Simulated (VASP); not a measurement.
A run of VASP 6.6.1 is set up as follows.

The input INCAR:

```
SYSTEM = ScPt
ALGO = Normal
EDIFF = 1E-8
ENCUT = 520
ISIF = 2
ISMEAR = -1
LASPH = .TRUE.
LCHARG = .FALSE.
LEFG = .TRUE.
LREAL = .FALSE.
LWAVE = .FALSE.
NBANDS = 18
NELM = 60
PREC = Accurate
SIGMA = 0.05
```

KPOINTS

```
k-points
0
G
  10 10 10
  0 0 0
```

File POSCAR:

```
ScPt
1.0
    3.2700000000      0.0000000000      0.0000000000
    0.0000000000      3.2700000000      0.0000000000
    0.0000000000      0.0000000000      3.2700000000
Sc Pt
1 1
Direct
    0.5000000000      0.5000000000      0.5000000000
    0.0000000000      0.0000000000      0.0000000000
```

Potentials or basis: VASP PAW LDA potentials, release 64 (Sc_sv, Pt).

Command:

```bash
$ cat potpaw_LDA.64/Sc_sv/POTCAR potpaw_LDA.64/Pt/POTCAR > POTCAR
$ mpirun -np 1 vasp_std > vasp.out
```

**Question.** What does it give for the band gap on the k mesh?

**Answer.** Zero (an odd number of electrons rules out a gap without spin polarisation).

**Question.** Estimate the pressure.

**Answer.** -4.8 GPa.

Caveat: the cell stands under tension; spin-orbit coupling is left out, which moves the levels of the heavy elements.
